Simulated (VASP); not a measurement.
A run of VASP 6.6.1 is set up as follows.

Contents of POSCAR:

```
BaF2
1.0
    0.0000000000      2.9732772209      2.9732772209
    2.9732772209      0.0000000000      2.9732772209
    2.9732772209      2.9732772209      0.0000000000
Ba F
1 2
Direct
    0.0000000000      0.0000000000      0.0000000000
    0.2500000000      0.2500000000      0.2500000000
    0.7500000000      0.7500000000      0.7500000000
```

Contents of INCAR.step1:

```
SYSTEM = BaF2
ALGO = Normal
EDIFF = 1E-5
ENCUT = 660
GGA = PE
GGA_COMPAT = .FALSE.
ISMEAR = 0
LASPH = .TRUE.
LCHARG = .FALSE.
LREAL = .FALSE.
LWAVE = .TRUE.
NBANDS = 19
NELM = 120
PREC = Accurate
SIGMA = 0.01
```

The input INCAR.step2:

```
SYSTEM = BaF2
ALGO = Normal
EDIFF = 1E-6
ENCUT = 660
GGA_COMPAT = .FALSE.
ISIF = 2
ISMEAR = 0
ISTART = 1
LASPH = .TRUE.
LCHARG = .TRUE.
LELF = .TRUE.
LMIXTAU = .TRUE.
LREAL = .FALSE.
LVHAR = .TRUE.
LWAVE = .FALSE.
METAGGA = R2SCAN
NBANDS = 19
NELM = 120
PREC = Accurate
SIGMA = 0.01
```

Contents of KPOINTS:

```
k-points
0
G
  8 8 8
  0 0 0
```

Potentials or basis: VASP PAW PBE potentials, release 64 (Ba_sv, F).

Command:

```bash
$ cat potpaw_PBE.64/Ba_sv/POTCAR potpaw_PBE.64/F/POTCAR > POTCAR
$ cp INCAR.step1 INCAR
$ mpirun -np 1 vasp_std > vasp.out
$ cp INCAR.step2 INCAR
$ mpirun -np 1 vasp_std > vasp.out
```

**Question.** Predict the band gap on the k mesh.

**Answer.** 7.83 eV (least direct gap 8.02 eV).

**Question.** Predict the pressure.

**Answer.** 11.6 GPa.

Caveat: the cell differs from its parent crystal (strain -4.0%); the cell stands under pressure; the PAW data sets were made with another functional, which shifts forces and pressure a little; spin-orbit coupling is left out, which moves the levels of the heavy elements. A k mesh can miss the band edges.
